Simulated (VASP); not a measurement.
# Ca4O3 (a cell with a defect) in VASP: single point with PBEsol

Aim: the single point of Ca4O3 (a cell with a defect) with PBEsol.

Everything below comes from runs of VASP 6.6.1. Logs are shortened: lines on timing, memory, paths and dates and some standing lists are left out, and cuts for length are marked.

**1. The cell of the first run**

The cell holds a defect, 14 atoms: a = 6.742 Å, b = 6.742 Å, c = 6.742 Å, α = 60.00°, β = 60.00°, γ = 60.00°.

**2. Single point, PBEsol**

INCAR

```
SYSTEM = Ca4O3
PREC = Accurate ; ENCUT = 520
EDIFF = 1E-7 ; ISMEAR = -1
SIGMA = 0.05 ; LREAL = .FALSE.
LASPH = .TRUE. ; NELM = 100
ALGO = Normal ; ISIF = 2
LWAVE = .FALSE. ; LCHARG = .TRUE.
GGA = PS ; LELF = .TRUE.
LVHAR = .TRUE. ; NBANDS = 71
NELECT = 114.0
```

KPOINTS

```
Automatic mesh
0
G
  3 3 3
  0 0 0
```

POSCAR

```
Ca4O3
1.0
    0.0000000000      4.7676000000      4.7676000000
    4.7676000000      0.0000000000      4.7676000000
    4.7676000000      4.7676000000      0.0000000000
O Ca
6 8
Direct
    0.2483210000      0.7119960000      0.7769880000
    0.7425290000      0.2659970000      0.7648780000
    0.2502360000      0.2461130000      0.7386730000
    0.7201070000      0.7694700000      0.2810590000
    0.2655320000      0.2721340000      0.2193030000
    0.7746870000      0.7568930000      0.7232220000
    0.9822290000      0.9948070000      0.0112290000
    0.5197750000      0.4976510000      0.4977560000
    0.0009680000      0.0266010000      0.4772980000
    0.4820080000      0.5325510000      0.9848130000
    0.0187350000      0.4959100000      0.9890420000
    0.4713210000      0.9976640000      0.5144740000
    0.5083360000      0.0237040000      0.9838820000
    0.9969540000      0.5259730000      0.4822770000
```

Potentials or basis: VASP PAW PBE potentials, release 64 (O, Ca_sv).

Launch:

```
cat potpaw_PBE.64/O/POTCAR potpaw_PBE.64/Ca_sv/POTCAR > POTCAR
mpirun -np 1 vasp_std > vasp.out
```

OUTCAR:

```text
SYSTEM = Ca4O3
   PREC = Accurate
   ENCUT = 520
   EDIFF = 1E-7
   ISMEAR = -1
   LREAL = .FALSE.
   LASPH = .TRUE.
   NELM = 100
   ISIF = 2
   GGA = PS
   NELECT = 114.0

 ion  position               nearest neighbor table
   1  0.248  0.712  0.777-  10 2.13  11 2.13   8 2.37  12 2.43   7 2.47
   2  0.743  0.266  0.765-  13 2.28   7 2.33  10 2.33   8 2.34  14 2.46   9 2.52
   3  0.250  0.246  0.739-  12 2.26  11 2.39  13 2.41  14 2.44   7 2.48   8 2.49
   4  0.720  0.769  0.281-  12 2.20   8 2.27  14 2.29   7 2.33  13 2.44
   5  0.266  0.272  0.219-  11 2.28  10 2.28  13 2.31  12 2.41   9 2.43  14 2.47
   6  0.775  0.757  0.723-  14 2.25   9 2.37  11 2.43  12 2.46  10 2.48  13 2.51
   7  0.982  0.995  0.011-   2 2.33   4 2.33   1 2.47   3 2.48  14 3.17
   8  0.520  0.498  0.498-   4 2.27   2 2.34   1 2.37   3 2.49
   9  0.001  0.027  0.477-   6 2.37   5 2.43   2 2.52
  10  0.482  0.533  0.985-   1 2.13   5 2.28   2 2.33   6 2.48  12 3.15
  11  0.019  0.496  0.989-   1 2.13   5 2.28   3 2.39   6 2.43
  12  0.471  0.998  0.514-   4 2.20   3 2.26   5 2.41   1 2.43   6 2.46  10 3.15
  13  0.508  0.024  0.984-   2 2.28   5 2.31   3 2.41   4 2.44   6 2.51
  14  0.997  0.526  0.482-   6 2.25   4 2.29   3 2.44   2 2.46   5 2.47   7 3.17

  LATTYP: Found a face centered cubic cell.
 ALAT       =     9.5352000000

  Lattice vectors:

 A1 = (   0.0000000000,   4.7676000000,   4.7676000000)
 A2 = (   4.7676000000,   0.0000000000,   4.7676000000)
 A3 = (   4.7676000000,   4.7676000000,   0.0000000000)

Analysis of symmetry for initial positions (statically):
=====================================================================
 Subroutine PRICEL returns:
 Original cell was already a primitive cell.

 Routine SETGRP: Setting up the symmetry group for a
 face centered cubic supercell.

 Subroutine GETGRP returns: Found  1 space group operations
 (whereof  1 operations were pure point group operations)
 out of a pool of 48 trial point group operations.

The static configuration has the point symmetry C_1 .

Analysis of symmetry for dynamics (positions and initial velocities):
=====================================================================
 Subroutine PRICEL returns:
 Original cell was already a primitive cell.

 Routine SETGRP: Setting up the symmetry group for a
 face centered cubic supercell.

 Subroutine GETGRP returns: Found  1 space group operations
 (whereof  1 operations were pure point group operations)
 out of a pool of 48 trial point group operations.

The dynamic configuration has the point symmetry C_1 .

 Subroutine INISYM returns: Found  1 space group operations
 (whereof  1 operations are pure point group operations),
 and found     1 'primitive' translations

----------------------------------------------------------------------------------------

                                     Primitive cell

  volume of cell :     216.7352

  direct lattice vectors                    reciprocal lattice vectors
     0.000000000  4.767600000  4.767600000    -0.104874570  0.104874570  0.104874570
     4.767600000  0.000000000  4.767600000     0.104874570 -0.104874570  0.104874570
     4.767600000  4.767600000  0.000000000     0.104874570  0.104874570 -0.104874570

  length of vectors
     6.742404580  6.742404580  6.742404580     0.181648084  0.181648084  0.181648084

  position of ions in fractional coordinates (direct lattice)
     0.248321000  0.711996000  0.776988000
     0.742529000  0.265997000  0.764878000
     0.250236000  0.246113000  0.738673000
     0.720107000  0.769470000  0.281059000
     0.265532000  0.272134000  0.219303000
     0.774687000  0.756893000  0.723222000
     0.982229000  0.994807000  0.011229000
     0.519775000  0.497651000  0.497756000
     0.000968000  0.026601000  0.477298000
     0.482008000  0.532551000  0.984813000
     0.018735000  0.495910000  0.989042000
     0.471321000  0.997664000  0.514474000
     0.508336000  0.023704000  0.983882000
     0.996954000  0.525973000  0.482277000

  ion indices of the primitive-cell ions
[... 28 lines left out ...]
     0.034958190 -0.034958190  0.034958190     0.000000000  0.333333333  0.000000000
     0.034958190  0.034958190 -0.034958190     0.000000000  0.000000000  0.333333333

  Length of vectors
     0.060549361  0.060549361  0.060549361

  Shift w.r.t. Gamma in fractional coordinates (k-lattice)
     0.000000000  0.000000000  0.000000000

 Subroutine IBZKPT returns following result:
 ===========================================

 Found     14 irreducible k-points:

 Following reciprocal coordinates:
            Coordinates               Weight
  0.000000  0.000000  0.000000      1.000000
  0.333333  0.000000  0.000000      2.000000
  0.000000  0.333333  0.000000      2.000000
  0.000000  0.000000  0.333333      2.000000
  0.333333  0.333333  0.333333      2.000000
  0.333333  0.333333  0.000000      2.000000
  0.000000  0.333333  0.333333      2.000000
  0.333333  0.000000  0.333333      2.000000
 -0.333333  0.333333  0.000000      2.000000
  0.000000 -0.333333  0.333333      2.000000
  0.333333  0.000000 -0.333333      2.000000
  0.333333  0.333333 -0.333333      2.000000
 -0.333333  0.333333 -0.333333      2.000000
  0.333333 -0.333333 -0.333333      2.000000
   k-points           NKPTS =     14   k-points in BZ     NKDIM =     14   number of bands    NBANDS=     71
   number of dos      NEDOS =    301   number of ions     NIONS =     14
   total plane-waves  NPLWV = 125000
   dimension x,y,z NGX =    50 NGY =   50 NGZ =   50
   dimension x,y,z NGXF=   100 NGYF=  100 NGZF=  100
   ions per type =               6   8
   NGX,Y,Z   is equivalent  to a cutoff of  12.33, 12.33, 12.33 a.u.
   NGXF,Y,Z  is equivalent  to a cutoff of  24.66, 24.66, 24.66 a.u.
 SYSTEM =  Ca4O3
   PREC   = accura    normal or accurate (medium, high low for compatibility)
   ISTART =      0    job   : 0-new  1-cont  2-samecut
   ICHARG =      2    charge: 1-file 2-atom 10-const
   ISPIN  =      1    spin polarized calculation?
   LNONCOLLINEAR =      F non collinear calculations
   LSORBIT =      F    spin-orbit coupling
   LASPH  =      T    aspherical Exc in radial PAW
   ENCUT  =  520.0 eV  38.22 Ry    6.18 a.u.  12.54 12.54 12.54*2*pi/ulx,y,z
   NELM   =    100;   NELMIN=  2; NELMDL= -5     # of ELM steps
   EDIFF  = 0.1E-06   stopping-criterion for ELM
   LREAL  =      F    real-space projection
   EDIFFG = 0.1E-05   stopping-criterion for IOM
   NSW    =      0    number of steps for IOM
   IBRION =     -1    ionic relax: 0-MD 1-quasi-New 2-CG
   NFREE  =      0    steps in history (QN), initial steepest desc. (CG)
   ISIF   =      2    stress and relaxation
   ISYM   =      2    0-nonsym 1-usesym 2-fastsym
   POTIM  = 0.5000    time-step for ionic-motion
   TEBEG  =    0.0;   TEEND  =   0.0 temperature during run
   PSTRESS=    0.0 pullay stress
   NELECT =     114.0000    total number of electrons
   NUPDOWN=      -1.0000    fix difference up-down
   EMIN   =  10.00;   EMAX   =-10.00  energy-range for DOS
   EFERMI =   0.00;   METHOD = LEGACY
   ISMEAR =    -1;   SIGMA  =   0.05  broadening in eV -4-tet -1-fermi 0-gaus
   EFERMI_NEDOS =   21; number of points for ismear=-14 and -15
   IALGO  =     38    algorithm
   IMIX   =      4    mixing-type and parameters
     AMIX     =   0.40;   BMIX     =  1.00
     AMIX_MAG =   1.60;   BMIX_MAG =  1.00
  volume/ion in A,a.u.               =      15.48       104.47
  Fermi-wavevector in a.u.,A,eV,Ry     =   1.321498  2.497270 23.760643  1.746358
  Thomas-Fermi vector in A             =   2.451248
   LORBIT       =      0    0 simple, 1 ext, 2 COOP (PROOUT), +10 PAW based schemes
   GGA     = PS    functional components
   LHFCALC =     F    Hartree Fock is set to
   AEXX    =    0.0000 exact exchange contribution
   IVDW    =     0    specifies the selected vdW correction
   LEPSILON=     F    determine dielectric tensor
   LRPA    =     F    only Hartree local field effects (RPA)
 non-spin polarized calculation
  energy-cutoff  :      520.00
  volume of cell :      216.74
 maximum number of plane-waves:      5846
 NGX is ok and might be reduce to    50
   NGX = 25   NGY = 25   NGZ = 25

 number of electron     113.9999999 magnetization

 Free energy of the ion-electron system (eV)
  ---------------------------------------------------
  ext. energy  EPLUGINS =         0.00000000
  ---------------------------------------------------
  free energy    TOTEN  =       -91.52579667 eV

  energy without entropy =      -91.50692063  energy(sigma->0) =      -91.51635865

 E-fermi :   4.2381     XC(G=0): -10.2559

 val. band max:        4.1244075532   @ k =   0.0000  -0.3333   0.3333
 cond. band min:       4.3704157341   @ k =  -0.3333   0.3333   0.0000
 fundamental gap:      0.2460081809
 Fermi energy:         4.2380777193

 k-point     1 :       0.0000    0.0000    0.0000
  band No.  band energies     occupation
      1     -36.1226      2.00000
      2     -35.7591      2.00000
      3     -35.5648      2.00000
      4     -35.1185      2.00000
      5     -34.9517      2.00000
      6     -34.9154      2.00000
[... 997 lines left out ...]
     68       8.1368      0.00000
     69       8.3175      0.00000
 [bands above 69 left out]

------------------------ aborting loop because EDIFF is reached ----------------------------------------

  FORCE on cell =-STRESS in cart. coord.  units (eV):
  Direction    XX          YY          ZZ          XY          YZ          ZX
  --------------------------------------------------------------------------------------
  -------------------------------------------------------------------------------------
  Total       -5.9248661     -4.5388491     -7.3620352      0.9778924      0.9463831      0.3299305
  in kB      -43.7985463    -33.5526553    -54.4225694      7.2289000      6.9959728      2.4389538
  external PRESSURE =     -43.9245903 kB  Pullay stress =       0.0000000 kB

 VOLUME and BASIS-vectors are now :
 -----------------------------------------------------------------------------
  energy-cutoff  :      520.00
  volume of cell :      216.74
      direct lattice vectors                 reciprocal lattice vectors
     0.000000000  4.767600000  4.767600000    -0.104874570  0.104874570  0.104874570
     4.767600000  0.000000000  4.767600000     0.104874570 -0.104874570  0.104874570
     4.767600000  4.767600000  0.000000000     0.104874570  0.104874570 -0.104874570

 POSITION                                       TOTAL-FORCE (eV/Angst)
 -----------------------------------------------------------------------------------
      7.09888      4.88826      4.57841         0.530182     -1.390048      1.581303
      4.91480      7.18671      4.80825        -0.906980     -0.165390      0.292488
      4.69507      4.71472      2.36639         0.447472      0.350180      0.001620
      5.00850      4.77316      7.10171        -1.383540     -0.349340      0.315341
      2.34298      2.31150      2.56338         0.542150      0.349505     -1.009837
      7.05660      7.14143      7.30196         0.879616     -0.226718      0.118275
      4.79638      4.73641      9.42572        -0.766596     -1.577833      0.680977
      4.74570      4.85118      4.85068         1.271371      0.339488     -0.632991
      2.40239      2.28018      0.13144         0.956560      1.737225     -0.772841
      7.23418      6.99322      4.83701        -1.355733      0.833085      0.344014
      7.07966      4.80468      2.45362        -0.306826     -1.176948      0.027915
      7.20927      4.69988      7.00353         0.258871      0.129465      0.067956
      4.80377      7.11430      2.53655        -0.380154      0.073940      0.277184
      4.80693      7.05238      7.26071         0.213607      1.073389     -1.291403
 -----------------------------------------------------------------------------------
    total drift:                                0.000113      0.000136      0.000179

  FREE ENERGIE OF THE ION-ELECTRON SYSTEM (eV)
  ---------------------------------------------------
  free  energy   TOTEN  =       -91.5257966680 eV

  energy  without entropy=      -91.5069206277  energy(sigma->0) =      -91.51635865
```

It took 4.9 min on 1 thread of AMD EPYC 7R13 (Zen 3), shared host; peak memory 0.39 GiB.

What came out:

```
Free energy   : -91.5258 eV
Largest force : 2.171 eV/Å
```

Forces on the atoms (eV/Å):
```
O    0.530 -1.390  1.581
O   -0.907 -0.165  0.292
O    0.447  0.350  0.002
O   -1.384 -0.349  0.315
O    0.542  0.350 -1.010
O    0.880 -0.227  0.118
Ca  -0.767 -1.578  0.681
Ca   1.271  0.339 -0.633
Ca   0.957  1.737 -0.773
Ca  -1.356  0.833  0.344
Ca  -0.307 -1.177  0.028
Ca   0.259  0.129  0.068
Ca  -0.380  0.074  0.277
Ca   0.214  1.073 -1.291
```

Levels at points of the mesh, in eV from the Fermi level:
```tsv
k point	band 55	band 56	band 57	band 58	band 59	band 60
(0.00, 0.00, 0.00)	-2.07	-2.03	-1.17	0.44	1.31	1.44
```

Caveat: the cell carries a net charge on a neutralising background, which shifts energy and pressure; the cell is charged against a uniform background, so pressure and absolute levels hang on convention; the PAW data sets were made with another functional, which shifts forces and pressure a little.
